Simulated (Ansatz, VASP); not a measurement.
## One calculation of SiO2, two programs

```
Si O
1.0
    -4.47204    4.47204    2.61177
     4.47204   -4.47204    2.61177
     4.47204    4.47204   -2.61177
Si O
4 8
Cartesian
  2.8899 2.8899 2.6118
  2.8899 -2.8899 2.6118
  -2.8899 2.8899 2.6118
  1.5821 1.5821 0.0000
  7.0788 0.0000 0.0000
  0.0000 1.8653 0.0000
  0.0000 7.0788 0.0000
  1.8653 0.0000 0.0000
  2.2360 2.2360 -1.3059
  -2.2360 2.2360 1.3059
  2.2360 -2.2360 1.3059
  2.2360 2.2360 1.3059
```

Alike in both runs: functional LDA; k mesh 6 × 6 × 6; occupations fermi-dirac, width 0.05 eV; no spin polarisation.

```csv
,VASP,Ansatz
version,VASP 6.6.1,Ansatz 0.2.0
potentials or method,"VASP PAW LDA potentials, release 64 (Si, O)",Ansatz PAW
plane-wave cutoff (eV),520,420
valence electrons in the cell,64,64
task,single point,band structure
```

Ansatz gave:

```
gap on the k mesh at the Fermi level (eV)                     : 5.33
least direct gap on the mesh (eV)                             : 5.33
pressure (GPa)                                                : -1.3
traceless stress, the component that is largest in VASP (GPa) : 0.15
rms of the force components (eV/Å)                            : 0.019
```

What did VASP give for the same quantities?

gap on the k mesh at the Fermi level (eV): 5.32; least direct gap on the mesh (eV): 5.33; pressure (GPa): -0.9; traceless stress, the component that is largest in VASP (GPa): 0.14; rms of the force components (eV/Å): 0.011.

LDA's correlation is that of Perdew and Zunger in VASP and of Perdew and Wang (1992) in Ansatz. Atom by atom the forces differ by 0.010 eV/Å (rms over components).
